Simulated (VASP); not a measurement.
CdH2O2, 5 atoms in the cell. It takes space group P-3m1 (No. 164, trigonal). The conventional cell has a = 3.410 Å, b = 3.410 Å, c = 4.782 Å, α = 90.00°, β = 90.00°, γ = 120.00°. Cd (site symmetry -3m) has 6 O at 2.28 Å and 6 H at 2.91 Å within 3.0 Å. H (site symmetry 3m) has 1 O at 1.00 Å within 1.3 Å. O (site symmetry 3m) has 1 H at 1.00 Å within 1.3 Å.  This cell differs from its parent crystal: strain -0.030 along x and y, +0.030 along z.

| Quantity | Value |
| --- | --- |
| Program | VASP 6.6.1 |
| Task | single point |
| Functional | PBEsol |
| Potentials or basis | VASP PAW PBE potentials, release 64 (Cd, H, O) |
| Cutoff | 520 eV |
| k mesh | 9 × 9 × 6 |
| Occupations | gaussian, width 0.05 eV |
| Spin | no spin polarisation |
| Dipole correction | no |
| Further INCAR settings | ALGO = Normal; EDIFF = 1e-06; NBANDS = 21 |

Potentials or basis: VASP PAW PBE potentials, release 64 (Cd, H, O).

The run is started by

```console
$ cat potpaw_PBE.64/Cd/POTCAR potpaw_PBE.64/H/POTCAR potpaw_PBE.64/O/POTCAR > POTCAR
$ mpirun -np 1 vasp_std > vasp.out
```

Hardware: 1 thread of Intel(R) Xeon(R) Platinum 8488C (Sapphire Rapids), on a shared host.

Q: How long does it take, and how much memory?

A: Run time: 33 s on 1 thread of Intel(R) Xeon(R) Platinum 8488C (Sapphire Rapids), with other jobs on the host, peak memory 0.21 GiB. Counts: scf iterations 14, k points 62.
